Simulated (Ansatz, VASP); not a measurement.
# One calculation of AgCl, two programs

```
Ag Cl
1.0
     3.36081    0.00000    0.00000
     0.00000    3.36081    0.00000
     0.00000    0.00000    3.36081
Ag Cl
1 1
Cartesian
  0.0000 0.0000 0.0000
  1.6804 1.6804 1.6804
```

Alike in both runs: task single point; functional PBE; k mesh 6 × 6 × 6; no spin polarisation.

|  | VASP | Ansatz |
| --- | --- | --- |
| version | VASP 6.6.1 | Ansatz 0.2.0 |
| potentials or method | VASP PAW PBE potentials, release 64 (Ag, Cl) | plane waves, PAW |
| plane-wave cutoff (eV) | 520 | 420 |
| occupations | gaussian, width 0.01 eV | fixed |
| valence electrons in the cell | 18 | 26 |

VASP gave:

```
gap on the k mesh at the Fermi level (eV) : 0.60
pressure (GPa)                            : 3.3
```

**Question.** Estimate Ansatz's values.

**Answer.** gap on the k mesh at the Fermi level (eV): 0.60; pressure (GPa): 3.5.

VASP's potentials hold 18 valence electrons a cell and Ansatz's 26, so a difference there can come from the potentials and not from the codes.
